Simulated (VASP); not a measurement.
Set up this calculation in VASP 6.6.1, as the native input.

* Task: single point
* Functional: PBE
* Potentials or basis: VASP PAW PBE potentials, release 64 (P, Al)
* Cutoff: 500 eV
* k mesh: 12 × 12 × 12
* Occupations: fermi-dirac, width 0.02 eV
* Spin: no spin polarisation
* Dipole correction: no
* Further INCAR settings: ALGO = Normal; EDIFF = 1e-06; NBANDS = 11

The structure of AlP lies in POSCAR:

```
AlP
1.0
    0.0000000000      2.7255000000      2.7255000000
    2.7255000000      0.0000000000      2.7255000000
    2.7255000000      2.7255000000      0.0000000000
P Al
1 1
Direct
    0.7500000000      0.7500000000      0.7500000000
    0.0000000000      0.0000000000      0.0000000000
```

One way to write it, as run:

INCAR

```
SYSTEM = AlP
PREC = Accurate
ENCUT = 500
EDIFF = 1E-6
ISMEAR = -1
SIGMA = 0.02
LREAL = .False.
LASPH = .True.
NELM = 120
ALGO = Normal
ISIF = 2
LWAVE = .False.
LCHARG = .False.
GGA = PE
NBANDS = 11
GGA_COMPAT = .False.
```

KPOINTS

```
Automatic mesh
0
Gamma
  12 12 12
  0 0 0
```

Potentials or basis: VASP PAW PBE potentials, release 64 (P, Al).

The run is started by

```sh
$ cat potpaw_PBE.64/P/POTCAR potpaw_PBE.64/Al/POTCAR > POTCAR
$ mpirun -np 1 vasp_std > vasp.out
```

Results of the run:

The pressure is 2.6 GPa and the band gap on the k mesh is 1.57 eV (least direct gap 3.35 eV).

Run time: 22 s on 1 thread of Intel Xeon 8259CL, with other jobs on the host, peak memory 0.17 GiB.
